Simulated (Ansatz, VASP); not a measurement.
Bi: VASP beside Ansatz

Contents of INCAR:

```
SYSTEM = Bi
ALGO = Normal
EDIFF = 1E-8
ENCUT = 520
GGA = PS
ISIF = 2
ISMEAR = -1
LASPH = .True.
LCHARG = .False.
LEFG = .True.
LREAL = .False.
LWAVE = .False.
NBANDS = 22
NELM = 80
PREC = Accurate
SIGMA = 0.08
```

File KPOINTS:

```
k-points
0
Gamma
  9 9 3
  0 0 0
```

POSCAR

```
Bi
1.0
    4.5390002997      0.0000000000      0.0000000000
   -2.2695001499      3.9308895674      0.0000000000
    0.0000000000      0.0000000000     12.0655800000
Bi
2
Direct
    0.3333333333      0.6666666667      0.2500000000
    0.6666666667      0.3333333333      0.7500000000
```

Input for Ansatz:

```yaml
crystal:
  lattice:
    - [4.5390002997, 0.0, 0.0]
    - [-2.2695001499, 3.9308895674, 0.0]
    - [0.0, 0.0, 12.06558]
  atoms:
    - { symbol: Bi, position: [0.3333333333, 0.6666666667, 0.25] }
    - { symbol: Bi, position: [0.6666666667, 0.3333333333, 0.75] }
kpoints:
  mp_grid: { grid: [9, 9, 3] }
scf:
  occupations: { method: fermi_dirac, width: 0.08 }
hamiltonian:
  xc: pbesol
  pseudopotentials: { kind: all_electron, datasets: crystal }
output:
  forces: true
  stress: true
  eigenvalues: true
  efg: { contact_densities: true }
```

Change from the starting cell: zz strain of +2 %, crystal datasets.

Alike in both runs: task electric field gradients; functional PBEsol; k mesh 9 × 9 × 3; occupations fermi-dirac, width 0.08 eV; no spin polarisation.

|  | VASP | Ansatz |
| --- | --- | --- |
| version | VASP 6.6.1 | Ansatz 0.2.0 |
| potentials or method | VASP PAW PBE potentials, release 64 (Bi_d), cutoff 520 eV | all-electron PAW with datasets made for the crystal, scalar-relativistic |

Ansatz gave:

* pressure (GPa): -3.4
* traceless stress, the component that is largest in VASP (GPa): 3.07
* size of Vzz on the site where it differs most (V/Å²): 229.7

Task: Which values does VASP return?

Result: Pressure (GPa): -3.4; traceless stress, the component that is largest in VASP (GPa): 3.07; size of Vzz on the site where it differs most (V/Å²): 231.0.

VASP's potentials were made for PBE, not for PBEsol. Ansatz ran all-electron here, and VASP with PAW potentials.

Spin-orbit coupling is off throughout.
